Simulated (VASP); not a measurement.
# MoOs6 (Pm-3m) in VASP: single point with PBE

Aim: the single point of MoOs6 with PBE.

All numbers are computed with VASP 6.6.1; they aren't measurements. Logs are shortened: lines on timing, memory, paths and dates and some standing lists are left out, and cuts for length are marked.

**1. The cell of the first run**

The structure is cubic, space group Pm-3m (No. 221). Conventional cell: a = 5.827 Å, b = 5.827 Å, c = 5.827 Å, α = 90.00°, β = 90.00°, γ = 90.00°. Mo (site symmetry m-3m) has 24 Os at 4.28 Å within 5.6 Å. Within 3.0 Å of Os (site symmetry 4mm) lie 5 Os at 2.29 to 2.50 Å.

The cell was generated, and may not be a known phase.

**2. Single point, PBE**

Input file INCAR:

```
PREC = Accurate
ENCUT = 560
EDIFF = 1E-6
ISMEAR = 0
SIGMA = 0.1
LREAL = F
LASPH = T
NELM = 120
ALGO = Normal
ISIF = 2
LWAVE = F
LCHARG = F
GGA = PE
NBANDS = 64
GGA_COMPAT = F
```

Input file KPOINTS:

```
regular mesh
0
Gamma
  4 4 4
```

Input file POSCAR:

```
MoOs6
1.0
    5.8274193509      0.0000000000      0.0000000000
    0.0000000000      5.8274193509      0.0000000000
    0.0000000000      0.0000000000      5.8274193509
Mo Os
1 6
Direct
    0.0000000000      0.0000000000      0.0000000000
    0.1966493888      0.5000000000      0.5000000000
    0.5000000000      0.1966493888      0.5000000000
    0.8033506112      0.5000000000      0.5000000000
    0.5000000000      0.8033506112      0.5000000000
    0.5000000000      0.5000000000      0.1966493888
    0.5000000000      0.5000000000      0.8033506112
```

Potentials or basis: VASP PAW PBE potentials, release 64 (Mo_sv, Os_sv_GW).

On the command line:

```
> cat potpaw_PBE.64/Mo_sv/POTCAR potpaw_PBE.64/Os_sv_GW/POTCAR > POTCAR
> mpirun -np 1 vasp_std > vasp.out
```

OUTCAR:

```text
PREC = Accurate
   ENCUT = 560
   EDIFF = 1E-6
   ISMEAR = 0
   LREAL = F
   LASPH = T
   NELM = 120
   ISIF = 2
   GGA = PE

 ion  position               nearest neighbor table
   1  0.000  0.000  0.000-
   2  0.197  0.500  0.500-   4 2.29   3 2.50   5 2.50   6 2.50   7 2.50
   3  0.500  0.197  0.500-   5 2.29   4 2.50   2 2.50   6 2.50   7 2.50
   4  0.803  0.500  0.500-   2 2.29   3 2.50   5 2.50   6 2.50   7 2.50
   5  0.500  0.803  0.500-   3 2.29   2 2.50   4 2.50   6 2.50   7 2.50
   6  0.500  0.500  0.197-   7 2.29   3 2.50   4 2.50   5 2.50   2 2.50
   7  0.500  0.500  0.803-   6 2.29   3 2.50   4 2.50   5 2.50   2 2.50

  LATTYP: Found a simple cubic cell.
 ALAT       =     5.8274193509

  Lattice vectors:

 A1 = (   5.8274193509,   0.0000000000,   0.0000000000)
 A2 = (   0.0000000000,   5.8274193509,   0.0000000000)
 A3 = (   0.0000000000,   0.0000000000,   5.8274193509)

Analysis of symmetry for initial positions (statically):
=====================================================================
 Subroutine PRICEL returns:
 Original cell was already a primitive cell.

 Routine SETGRP: Setting up the symmetry group for a
 simple cubic supercell.

 Subroutine GETGRP returns: Found 48 space group operations
 (whereof 48 operations were pure point group operations)
 out of a pool of 48 trial point group operations.

The static configuration has the point symmetry O_h .

Analysis of symmetry for dynamics (positions and initial velocities):
=====================================================================
 Subroutine PRICEL returns:
 Original cell was already a primitive cell.

 Routine SETGRP: Setting up the symmetry group for a
 simple cubic supercell.

 Subroutine GETGRP returns: Found 48 space group operations
 (whereof 48 operations were pure point group operations)
 out of a pool of 48 trial point group operations.

The dynamic configuration has the point symmetry O_h .

 Subroutine INISYM returns: Found 48 space group operations
 (whereof 48 operations are pure point group operations),
 and found     1 'primitive' translations

----------------------------------------------------------------------------------------

                                     Primitive cell

  volume of cell :     197.8923

  direct lattice vectors                    reciprocal lattice vectors
     5.827419351  0.000000000  0.000000000     0.171602546  0.000000000  0.000000000
     0.000000000  5.827419351  0.000000000     0.000000000  0.171602546  0.000000000
     0.000000000  0.000000000  5.827419351     0.000000000  0.000000000  0.171602546

  length of vectors
     5.827419351  5.827419351  5.827419351     0.171602546  0.171602546  0.171602546

  position of ions in fractional coordinates (direct lattice)
     0.000000000  0.000000000  0.000000000
     0.196649389  0.500000000  0.500000000
     0.500000000  0.196649389  0.500000000
     0.803350611  0.500000000  0.500000000
     0.500000000  0.803350611  0.500000000
     0.500000000  0.500000000  0.196649389
     0.500000000  0.500000000  0.803350611

  ion indices of the primitive-cell ions
   primitive index   ion index
                 1           1
                 2           2
                 3           3
                 4           4
                 5           5
                 6           6
                 7           7

----------------------------------------------------------------------------------------

 KPOINTS: regular mesh

Automatic generation of k-mesh.
 Grid dimensions read from file:
 generate k-points for:    4    4    4

 Generating k-lattice:

  Cartesian coordinates                     Fractional coordinates (reciprocal lattice)
     0.042900637  0.000000000  0.000000000     0.250000000  0.000000000  0.000000000
     0.000000000  0.042900637  0.000000000     0.000000000  0.250000000  0.000000000
     0.000000000  0.000000000  0.042900637     0.000000000  0.000000000  0.250000000

  Length of vectors
     0.042900637  0.042900637  0.042900637

  Shift w.r.t. Gamma in fractional coordinates (k-lattice)
     0.000000000  0.000000000  0.000000000

 Subroutine IBZKPT returns following result:
 ===========================================

 Found     10 irreducible k-points:

 Following reciprocal coordinates:
            Coordinates               Weight
  0.000000  0.000000  0.000000      1.000000
  0.250000  0.000000  0.000000      6.000000
  0.500000  0.000000  0.000000      3.000000
  0.250000  0.250000  0.000000     12.000000
  0.500000  0.250000  0.000000     12.000000
  0.500000  0.500000  0.000000      3.000000
  0.250000  0.250000  0.250000      8.000000
  0.500000  0.250000  0.250000     12.000000
  0.500000  0.500000  0.250000      6.000000
  0.500000  0.500000  0.500000      1.000000
   k-points           NKPTS =     10   k-points in BZ     NKDIM =     10   number of bands    NBANDS=     64
   number of dos      NEDOS =    301   number of ions     NIONS =      7
   total plane-waves  NPLWV = 110592
   dimension x,y,z NGX =    48 NGY =   48 NGZ =   48
   dimension x,y,z NGXF=    96 NGYF=   96 NGZF=   96
   ions per type =               1   6
   NGX,Y,Z   is equivalent  to a cutoff of  13.69, 13.69, 13.69 a.u.
   NGXF,Y,Z  is equivalent  to a cutoff of  27.39, 27.39, 27.39 a.u.
 SYSTEM =  unknown system
   PREC   = accura    normal or accurate (medium, high low for compatibility)
   ISTART =      0    job   : 0-new  1-cont  2-samecut
   ICHARG =      2    charge: 1-file 2-atom 10-const
   ISPIN  =      1    spin polarized calculation?
   LNONCOLLINEAR =      F non collinear calculations
   LSORBIT =      F    spin-orbit coupling
   LASPH  =      T    aspherical Exc in radial PAW
   ENCUT  =  560.0 eV  41.16 Ry    6.42 a.u.  11.24 11.24 11.24*2*pi/ulx,y,z
   NELM   =    120;   NELMIN=  2; NELMDL= -5     # of ELM steps
   EDIFF  = 0.1E-05   stopping-criterion for ELM
   LREAL  =      F    real-space projection
   EDIFFG = 0.1E-04   stopping-criterion for IOM
   NSW    =      0    number of steps for IOM
[... 5 lines left out ...]
   TEBEG  =    0.0;   TEEND  =   0.0 temperature during run
   PSTRESS=    0.0 pullay stress
   NELECT =     110.0000    total number of electrons
   NUPDOWN=      -1.0000    fix difference up-down
   EMIN   =  10.00;   EMAX   =-10.00  energy-range for DOS
   EFERMI =   0.00;   METHOD = LEGACY
   ISMEAR =     0;   SIGMA  =   0.10  broadening in eV -4-tet -1-fermi 0-gaus
   EFERMI_NEDOS =   21; number of points for ismear=-14 and -15
   IALGO  =     38    algorithm
   IMIX   =      4    mixing-type and parameters
     AMIX     =   0.40;   BMIX     =  1.00
     AMIX_MAG =   1.60;   BMIX_MAG =  1.00
  volume/ion in A,a.u.               =      28.27       190.78
  Fermi-wavevector in a.u.,A,eV,Ry     =   1.346055  2.543675 24.651905  1.811864
  Thomas-Fermi vector in A             =   2.473918
   LORBIT       =      0    0 simple, 1 ext, 2 COOP (PROOUT), +10 PAW based schemes
   GGA     = PE    functional components
   LHFCALC =     F    Hartree Fock is set to
   AEXX    =    0.0000 exact exchange contribution
   IVDW    =     0    specifies the selected vdW correction
   LEPSILON=     F    determine dielectric tensor
   LRPA    =     F    only Hartree local field effects (RPA)
 non-spin polarized calculation
 Gauss-broadening in eV      SIGMA  =   0.10
  energy-cutoff  :      560.00
  volume of cell :      197.89
 maximum number of plane-waves:      6031
 NGX is ok and might be reduce to    48
   NGX = 23   NGY = 23   NGZ = 23

 number of electron     109.9999987 magnetization

 Free energy of the ion-electron system (eV)
  ---------------------------------------------------
  ext. energy  EPLUGINS =         0.00000000
  ---------------------------------------------------
  free energy    TOTEN  =       -65.57969490 eV

  energy without entropy =      -65.43201249  energy(sigma->0) =      -65.50585369

 E-fermi :   4.6564     XC(G=0):  -9.8506

 val. band max:        4.6425432261   @ k =   0.5000   0.2500   0.2500
 cond. band min:       4.6608734124   @ k =   0.5000   0.2500   0.0000
 fundamental gap:      0.0183301864
 Fermi energy:         4.6564228308

 k-point     1 :       0.0000    0.0000    0.0000
  band No.  band energies     occupation
      1     -81.8847      2.00000
      2     -81.7479      2.00000
      3     -81.7479      2.00000
      4     -81.6652      2.00000
      5     -81.6652      2.00000
      6     -81.6652      2.00000
[... 56 lines left out ...]
     63       6.3829      0.00000
     64       6.3829      0.00000

 k-point     2 :       0.2500    0.0000    0.0000
  band No.  band energies     occupation
      1     -81.8744      2.00000
      2     -81.7700      2.00000
      3     -81.7475      2.00000
      4     -81.6649      2.00000
      5     -81.6649      2.00000
      6     -81.6526      2.00000
[... 56 lines left out ...]
     63       6.3541      0.00000
     64       6.3615      0.00000

 k-point     3 :       0.5000    0.0000    0.0000
  band No.  band energies     occupation
      1     -81.8606      2.00000
      2     -81.7930      2.00000
      3     -81.7477      2.00000
      4     -81.6648      2.00000
      5     -81.6648      2.00000
      6     -81.6434      2.00000
[... 56 lines left out ...]
     63       5.6494      0.00000
     64       6.1550      0.00000

 k-point     4 :       0.2500    0.2500    0.0000
  band No.  band energies     occupation
      1     -81.8643      2.00000
      2     -81.7743      2.00000
      3     -81.7625      2.00000
      4     -81.6707      2.00000
      5     -81.6648      2.00000
      6     -81.6378      2.00000
[... 56 lines left out ...]
     63       6.2639      0.00000
     64       6.4154      0.00000

 k-point     5 :       0.5000    0.2500    0.0000
  band No.  band energies     occupation
      1     -81.8493      2.00000
      2     -81.7931      2.00000
      3     -81.7667      2.00000
      4     -81.6726      2.00000
      5     -81.6650      2.00000
      6     -81.6285      2.00000
[... 56 lines left out ...]
     63       5.8179      0.00000
     64       6.2488      0.00000

 k-point     6 :       0.5000    0.5000    0.0000
  band No.  band energies     occupation
      1     -81.8293      2.00000
      2     -81.7929      2.00000
      3     -81.7929      2.00000
      4     -81.6755      2.00000
      5     -81.6647      2.00000
      6     -81.6186      2.00000
[... 56 lines left out ...]
     63       5.9078      0.00000
     64       5.9078      0.00000

 k-point     7 :       0.2500    0.2500    0.2500
  band No.  band energies     occupation
      1     -81.8538      2.00000
      2     -81.7744      2.00000
      3     -81.7744      2.00000
      4     -81.6964      2.00000
      5     -81.6379      2.00000
      6     -81.6379      2.00000
[... 56 lines left out ...]
     63       6.2928      0.00000
     64       6.4937      0.00000

 k-point     8 :       0.5000    0.2500    0.2500
  band No.  band energies     occupation
      1     -81.8376      2.00000
      2     -81.7931      2.00000
      3     -81.7744      2.00000
      4     -81.7058      2.00000
      5     -81.6378      2.00000
      6     -81.6260      2.00000
[... 56 lines left out ...]
     63       5.9726      0.00000
     64       6.1813      0.00000

 k-point     9 :       0.5000    0.5000    0.2500
  band No.  band energies     occupation
      1     -81.8166      2.00000
      2     -81.7931      2.00000
      3     -81.7931      2.00000
      4     -81.7206      2.00000
      5     -81.6325      2.00000
      6     -81.6187      2.00000
[... 56 lines left out ...]
     63       6.2514      0.00000
     64       6.2514      0.00000

 k-point    10 :       0.5000    0.5000    0.5000
  band No.  band energies     occupation
      1     -81.7930      2.00000
      2     -81.7930      2.00000
      3     -81.7930      2.00000
      4     -81.7579      2.00000
      5     -81.6185      2.00000
      6     -81.6185      2.00000
[... 56 lines left out ...]
     63       6.0338      0.00000
     64       6.0338      0.00000

------------------------ aborting loop because EDIFF is reached ----------------------------------------

  FORCE on cell =-STRESS in cart. coord.  units (eV):
  Direction    XX          YY          ZZ          XY          YZ          ZX
  --------------------------------------------------------------------------------------
  -------------------------------------------------------------------------------------
  Total       -0.2014427     -0.2014427     -0.2014427      0.0000000      0.0000000      0.0000000
  in kB       -1.6309222     -1.6309222     -1.6309222      0.0000000      0.0000000      0.0000000
  external PRESSURE =      -1.6309222 kB  Pullay stress =       0.0000000 kB

 VOLUME and BASIS-vectors are now :
 -----------------------------------------------------------------------------
  energy-cutoff  :      560.00
  volume of cell :      197.89
      direct lattice vectors                 reciprocal lattice vectors
     5.827419351  0.000000000  0.000000000     0.171602546  0.000000000  0.000000000
     0.000000000  5.827419351  0.000000000     0.000000000  0.171602546  0.000000000
     0.000000000  0.000000000  5.827419351     0.000000000  0.000000000  0.171602546

 POSITION                                       TOTAL-FORCE (eV/Angst)
 -----------------------------------------------------------------------------------
      0.00000      0.00000      0.00000        -0.000000     -0.000000      0.000000
      1.14596      2.91371      2.91371         0.041601     -0.000000      0.000000
      2.91371      1.14596      2.91371        -0.000000      0.041601     -0.000000
      4.68146      2.91371      2.91371        -0.041601      0.000000     -0.000000
      2.91371      4.68146      2.91371        -0.000000     -0.041601     -0.000000
      2.91371      2.91371      1.14596        -0.000000     -0.000000      0.041601
      2.91371      2.91371      4.68146        -0.000000      0.000000     -0.041601
 -----------------------------------------------------------------------------------
    total drift:                                0.000000     -0.000000     -0.000000

  FREE ENERGIE OF THE ION-ELECTRON SYSTEM (eV)
  ---------------------------------------------------
  free  energy   TOTEN  =       -65.5796948966 eV

  energy  without entropy=      -65.4320124900  energy(sigma->0) =      -65.50585369
```

It took 4.5 min on 1 thread of Intel Xeon 6975P-C (Granite Rapids), shared host; peak memory 0.38 GiB.

Results:

| Item | Value |
| --- | --- |
| Free energy | -65.5797 eV |
| Pressure | -0.2 GPa |
| Largest force | 0.042 eV/Å |
| Band gap on the k mesh | zero (bands 55 and 56 overlap by 0.60 eV) |

Forces in eV/Å, atoms in the order of the input:
```
Mo   0.000  0.000  0.000
Os   0.042  0.000  0.000
Os   0.000  0.042  0.000
Os  -0.042  0.000  0.000
Os   0.000 -0.042  0.000
Os   0.000  0.000  0.042
Os   0.000  0.000 -0.042
```

Caveat: spin-orbit coupling is left out, which moves the levels of the heavy elements.
